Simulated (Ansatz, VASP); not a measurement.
## Two plane-wave programs on Fe

```
Fe
1.0
    -1.37460    1.37460    1.37460
     1.37460   -1.37460    1.37460
     1.37460    1.37460   -1.37460
Fe
1
Direct
  0.00000 0.00000 0.00000
```

Alike in both runs: functional LDA; k mesh 15 × 15 × 15; occupations fermi-dirac, width 0.05 eV; collinear spin.

Ansatz relaxed the structure, and its values are those at the end. VASP's run is a single point on that final structure, the one shown.

```csv
,VASP,Ansatz
version,VASP 6.6.1,Ansatz 0.2.0
potentials or method,"VASP PAW LDA potentials, release 64 (Fe), cutoff 520 eV","plane waves (420 eV) with PAW, scalar-relativistic"
valence electrons in the cell,8,16
```

VASP gave:

| Quantity | Value |
| --- | --- |
| pressure (GPa) | -1.0 |
| net moment per atom (μB) | 1.93 |
| size of the moment on the site where the two differ most (μB) | 1.90 |

Question: Estimate Ansatz's values.

Answer: Pressure (GPa): 0.0; net moment per atom (μB): 1.97; size of the moment on the site where the two differ most (μB): 1.97.

Ansatz warns that its potentials were made for another functional, while VASP's fit it. LDA's correlation is that of Perdew and Zunger in VASP and of Perdew and Wang (1992) in Ansatz. Site moments also hang on the region over which each program counts them. VASP's potentials hold 8 valence electrons a cell and Ansatz's 16, so a difference there can come from the potentials and not from the codes.
